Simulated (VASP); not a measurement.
# TiSi2 (Cmcm) in VASP: notebook

The runs below take TiSi2 through single point, with LDA.

Program: VASP 6.6.1. These are calculated values, not measurements. Logs are shortened: lines on timing, memory, paths and dates and some standing lists are left out, and cuts for length are marked.

### Step 1. The cell of the first run

It takes space group Cmcm (No. 63, orthorhombic). The conventional cell has a = 3.458 Å, b = 13.243 Å, c = 3.492 Å, α = 90.00°, β = 90.00°, γ = 90.00°. Ti (site symmetry m2m) has 10 Si at 2.53 to 2.75 Å and 2 Ti at 3.24 Å within 3.3 Å. Within 3.2 Å of Si (site symmetry m2m) lie 8 Si at 2.46 to 3.09 Å and 4 Ti at 2.61 Å. Within 3.1 Å of Si (site symmetry m2m) lie 6 Si at 2.33 to 3.09 Å and 6 Ti at 2.53 to 2.75 Å.

### Step 2. Single point, LDA

The input, INCAR:

```
SYSTEM = TiSi2
ALGO = Normal
EDIFF = 1E-7
ENCUT = 520
ISIF = 2
ISMEAR = -1
LASPH = .TRUE.
LCHARG = .FALSE.
LREAL = .FALSE.
LWAVE = .FALSE.
NBANDS = 29
NELM = 100
PREC = Accurate
SIGMA = 0.05
```

The input, KPOINTS:

```
k-points
0
G
  8 8 8
  0 0 0
```

The input, POSCAR:

```
TiSi2
1.0
    1.7290723629     -6.6212982966      0.0000000000
    1.7290723629      6.6212982966      0.0000000000
    0.0000000000      0.0000000000      3.4923948962
Ti Si
2 4
Direct
    0.1031180800      0.8968819200      0.2500000000
    0.8968819200      0.1031180800      0.7500000000
    0.7503148200      0.2496851800      0.2500000000
    0.2496851800      0.7503148200      0.7500000000
    0.4417485500      0.5582514500      0.2500000000
    0.5582514500      0.4417485500      0.7500000000
```

Potentials or basis: VASP PAW LDA potentials, release 64 (Ti_sv, Si).

Run with:

```console
$ cat potpaw_LDA.64/Ti_sv/POTCAR potpaw_LDA.64/Si/POTCAR > POTCAR
$ mpirun -np 1 vasp_std > vasp.out
```

OUTCAR:

```text
SYSTEM = TiSi2
   EDIFF = 1E-7
   ENCUT = 520
   ISIF = 2
   ISMEAR = -1
   LASPH = .TRUE.
   LREAL = .FALSE.
   NELM = 100
   PREC = Accurate

 ion  position               nearest neighbor table
   1  0.103  0.897  0.250-   6 2.53   6 2.53   6 2.53   6 2.53   3 2.61   3 2.61   4 2.61   4 2.61
                             5 2.75   5 2.75
   2  0.897  0.103  0.750-   5 2.53   5 2.53   5 2.53   5 2.53   4 2.61   4 2.61   3 2.61   3 2.61
                             6 2.75   6 2.75
   3  0.750  0.250  0.250-   4 2.46   4 2.46   4 2.46   4 2.46   1 2.61   1 2.61   2 2.61   2 2.61
                             5 3.07   5 3.07   6 3.09   6 3.09
   4  0.250  0.750  0.750-   3 2.46   3 2.46   3 2.46   3 2.46   2 2.61   2 2.61   1 2.61   1 2.61
                             6 3.07   6 3.07   5 3.09   5 3.09
   5  0.442  0.558  0.250-   6 2.33   6 2.33   2 2.53   2 2.53   2 2.53   2 2.53   1 2.75   1 2.75
                             3 3.07   3 3.07   4 3.09   4 3.09
   6  0.558  0.442  0.750-   5 2.33   5 2.33   1 2.53   1 2.53   1 2.53   1 2.53   2 2.75   2 2.75
                             4 3.07   4 3.07   3 3.09   3 3.09

  LATTYP: Found a base centered orthorhombic cell.
 ALAT       =     3.4581447258
 B/A-ratio  =     3.8293934011
 C/A-ratio  =     1.0099042039

  Lattice vectors:

 A1 = (   1.7290723629,  -6.6212982966,   0.0000000000)
 A2 = (   1.7290723629,   6.6212982966,   0.0000000000)
 A3 = (   0.0000000000,   0.0000000000,   3.4923948962)

Analysis of symmetry for initial positions (statically):
=====================================================================
 Subroutine PRICEL returns:
 Original cell was already a primitive cell.

 Routine SETGRP: Setting up the symmetry group for a
 base centered orthorhombic supercell.

 Subroutine GETGRP returns: Found  8 space group operations
 (whereof  4 operations were pure point group operations)
 out of a pool of  8 trial point group operations.

The static configuration has the point symmetry C_2h.
 The point group associated with its full space group is D_2h.

Analysis of symmetry for dynamics (positions and initial velocities):
=====================================================================
 Subroutine PRICEL returns:
 Original cell was already a primitive cell.

 Routine SETGRP: Setting up the symmetry group for a
 base centered orthorhombic supercell.

 Subroutine GETGRP returns: Found  8 space group operations
 (whereof  4 operations were pure point group operations)
 out of a pool of  8 trial point group operations.

The dynamic configuration has the point symmetry C_2h.
 The point group associated with its full space group is D_2h.
[... 111 lines left out ...]
   IBRION =     -1    ionic relax: 0-MD 1-quasi-New 2-CG
   NFREE  =      0    steps in history (QN), initial steepest desc. (CG)
   ISIF   =      2    stress and relaxation
   ISYM   =      2    0-nonsym 1-usesym 2-fastsym
   POTIM  = 0.5000    time-step for ionic-motion
   TEBEG  =    0.0;   TEEND  =   0.0 temperature during run
   PSTRESS=    0.0 pullay stress
   NELECT =      40.0000    total number of electrons
   NUPDOWN=      -1.0000    fix difference up-down
   EMIN   =  10.00;   EMAX   =-10.00  energy-range for DOS
   EFERMI =   0.00;   METHOD = LEGACY
   ISMEAR =    -1;   SIGMA  =   0.05  broadening in eV -4-tet -1-fermi 0-gaus
   EFERMI_NEDOS =   21; number of points for ismear=-14 and -15
   IALGO  =     38    algorithm
   IMIX   =      4    mixing-type and parameters
     AMIX     =   0.40;   BMIX     =  1.00
     AMIX_MAG =   1.60;   BMIX_MAG =  1.00
  volume/ion in A,a.u.               =      13.33        89.94
  Fermi-wavevector in a.u.,A,eV,Ry     =   1.299546  2.455786 22.977783  1.688819
  Thomas-Fermi vector in A             =   2.430803
   LORBIT       =      0    0 simple, 1 ext, 2 COOP (PROOUT), +10 PAW based schemes
   GGA     = CA    functional components
   LHFCALC =     F    Hartree Fock is set to
   AEXX    =    0.0000 exact exchange contribution
   IVDW    =     0    specifies the selected vdW correction
   LEPSILON=     F    determine dielectric tensor
   LRPA    =     F    only Hartree local field effects (RPA)
 non-spin polarized calculation
  energy-cutoff  :      520.00
  volume of cell :       79.97
 maximum number of plane-waves:      2182
 NGX is ok and might be reduce to    54
   NGX = 25   NGY = 25   NGZ = 13

 number of electron      39.9999998 magnetization

 Free energy of the ion-electron system (eV)
  ---------------------------------------------------
  ext. energy  EPLUGINS =         0.00000000
  ---------------------------------------------------
  free energy    TOTEN  =       -44.98237408 eV

  energy without entropy =      -44.97097465  energy(sigma->0) =      -44.97667437

 E-fermi :  11.2338     XC(G=0): -12.0758

 val. band max:       11.2285604555   @ k =   0.5000   0.2500   0.0000
 cond. band min:      11.2444774903   @ k =  -0.3750   0.3750   0.3750
 fundamental gap:      0.0159170348
 Fermi energy:        11.2337818688

 k-point     1 :       0.0000    0.0000    0.0000
  band No.  band energies     occupation
      1     -44.7264      2.00000
      2     -44.7129      2.00000
      3     -21.5085      2.00000
      4     -21.4481      2.00000
      5     -21.4376      2.00000
      6     -21.4308      2.00000
[... 757 lines left out ...]
     28      14.8009      0.00000
     29      15.0950      0.00000

 [... further k-points ...]

------------------------ aborting loop because EDIFF is reached ----------------------------------------

  FORCE on cell =-STRESS in cart. coord.  units (eV):
  Direction    XX          YY          ZZ          XY          YZ          ZX
  --------------------------------------------------------------------------------------
  -------------------------------------------------------------------------------------
  Total        1.9499650      1.4679667      2.8635925      0.0000000     -0.0000000      0.0000000
  in kB       39.0685905     29.4114964     57.3736052      0.0000000     -0.0000000      0.0000000
  external PRESSURE =      41.9512307 kB  Pullay stress =       0.0000000 kB

 VOLUME and BASIS-vectors are now :
 -----------------------------------------------------------------------------
  energy-cutoff  :      520.00
  volume of cell :       79.97
      direct lattice vectors                 reciprocal lattice vectors
     1.729072363 -6.621298297  0.000000000     0.289172397 -0.075513891  0.000000000
     1.729072363  6.621298297  0.000000000     0.289172397  0.075513891  0.000000000
     0.000000000  0.000000000  3.492394896     0.000000000  0.000000000  0.286336462

 POSITION                                       TOTAL-FORCE (eV/Angst)
 -----------------------------------------------------------------------------------
      1.72907      5.25575      0.87310         0.000000      0.131885     -0.000000
      1.72907     -5.25575      2.61930         0.000000     -0.131885      0.000000
      1.72907     -3.31482      0.87310         0.000000     -0.019900      0.000000
      1.72907      3.31482      2.61930         0.000000      0.019900      0.000000
      1.72907      0.77140      0.87310         0.000000      0.335186      0.000000
      1.72907     -0.77140      2.61930         0.000000     -0.335186     -0.000000
 -----------------------------------------------------------------------------------
    total drift:                                0.000000      0.000000      0.000000

  FREE ENERGIE OF THE ION-ELECTRON SYSTEM (eV)
  ---------------------------------------------------
  free  energy   TOTEN  =       -44.9823740802 eV

  energy  without entropy=      -44.9709746545  energy(sigma->0) =      -44.97667437
```

stdout:

```text
POSCAR found type information on POSCAR TiSi
 POSCAR found :  2 types and       6 ions
 scaLAPACK will be used
 LDA part: xc-table for (Slater(with rela. corr.)+CA(PZ))
 , standard interpolation
 POSCAR, INCAR and KPOINTS ok, starting setup
 FFT: planning ... GRIDC
 FFT: planning ... GRID_SOFT
 FFT: planning ... GRID
 WAVECAR not read
 entering main loop
```

Run time: 3.2 min. Hardware: 1 thread of AMD EPYC 9R45 (Zen 5), shared host; peak memory 0.31 GiB.

Results:

| Property | Result |
| --- | --- |
| Free energy | -44.9824 eV |
| Pressure | 4.2 GPa |
| Largest force | 0.335 eV/Å |
| Band gap on the k mesh | zero (bands 20 and 21 overlap by 1.08 eV) |

Forces in eV/Å, atoms in the order of the input:
```
Ti   0.000  0.132  0.000
Ti   0.000 -0.132  0.000
Si   0.000 -0.020  0.000
Si   0.000  0.020  0.000
Si   0.000  0.335  0.000
Si   0.000 -0.335  0.000
```

Levels at points of the mesh, in eV from the Fermi level:
| k point | band 17 | band 18 | band 19 | band 20 | band 21 | band 22 | band 23 | band 24 |
| --- | --- | --- | --- | --- | --- | --- | --- | --- |
| (0.00, 0.00, 0.00) | -2.33 | -2.13 | -2.06 | 0.48 | 0.87 | 0.92 | 1.00 | 1.33 |
| (0.50, 0.00, 0.00) | -1.77 | -1.50 | -0.76 | -0.60 | -0.60 | 1.39 | 1.66 | 1.77 |
| (0.50, 0.50, 0.00) | -2.66 | -1.92 | -1.26 | 0.40 | 0.67 | 0.79 | 0.98 | 1.43 |
| (0.00, 0.00, 0.50) | -1.77 | -1.77 | -0.03 | -0.03 | 0.93 | 0.93 | 1.56 | 1.56 |
| (0.50, 0.00, 0.50) | -3.27 | -3.27 | -2.56 | -2.56 | 1.86 | 1.86 | 1.99 | 1.99 |
| (0.50, 0.50, 0.50) | -2.13 | -2.13 | -0.94 | -0.94 | 0.55 | 0.55 | 1.77 | 1.77 |

Caveat: the cell stands under pressure.

(Part 1 of 2 ends here.)
